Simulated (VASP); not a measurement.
A run of VASP 6.6.1 is set up as follows.

Contents of INCAR:

```
SYSTEM = Na2CuBr2Cl2
PREC     = Accurate       ! precision mode
ENCUT    = 520            ! plane-wave cutoff, eV
EDIFF    = 1E-6           ! SCF threshold, eV
ISMEAR   = -1             ! smearing method
SIGMA    = 0.05           ! smearing width, eV
LREAL    = .False.        ! projectors in reciprocal space
LASPH    = .True.         ! aspherical terms in the spheres
NELM     = 60             ! most SCF steps
ALGO     = Normal         ! electronic algorithm
ISIF     = 2              ! what is computed and relaxed
LWAVE    = .False.        ! write WAVECAR
LCHARG   = .False.        ! write CHGCAR
GGA      = PE             ! functional
NBANDS   = 36             ! bands
```

The input KPOINTS:

```
Automatic mesh
0
Gamma
  5 5 5
  0 0 0
```

File POSCAR:

```
Na2CuBr2Cl2
1.0
    5.3156580000      0.0000000000      0.0000000000
    0.0000000000      5.3156580000      0.0000000000
    0.0000000000      0.0000000000      5.9918200000
Br Cu Cl Na
2 1 2 2
Direct
    0.4959310000      0.0077930000     -0.0053380000
    0.0043590000      0.5034810000     -0.0028300000
    0.4989610000      0.4999340000     -0.0022850000
    0.4903440000      0.5025720000      0.4952240000
    0.0030950000     -0.0045670000      0.5021400000
    0.4976340000      0.0041390000      0.5032340000
   -0.0012000000      0.5001270000      0.5014280000
```

Potentials or basis: VASP PAW PBE potentials, release 64 (Br, Cu, Cl, Na_pv).

Command:

```console
$ cat potpaw_PBE.64/Br/POTCAR potpaw_PBE.64/Cu/POTCAR potpaw_PBE.64/Cl/POTCAR potpaw_PBE.64/Na_pv/POTCAR > POTCAR
$ mpirun -np 1 vasp_std > vasp.out
```

Estimate the band gap on the k mesh.

zero (an odd number of electrons rules out a gap without spin polarisation).

Estimate the pressure.

-0.2 GPa.

Predict the largest force.

0.248 eV/Å.

Forces in eV/Å, atoms in the order of the input:
```
Br   0.035 -0.024  0.088
Br  -0.065  0.002  0.042
Cu  -0.008  0.007  0.021
Cl   0.246  0.010 -0.030
Cl  -0.156  0.116 -0.023
Na   0.095 -0.035 -0.065
Na  -0.148 -0.076 -0.034
```

Caveat: the cell differs from its parent crystal (atoms moved at random); an odd number of electrons without spin polarisation forces a metal; a magnetic or distorted state may lie lower.
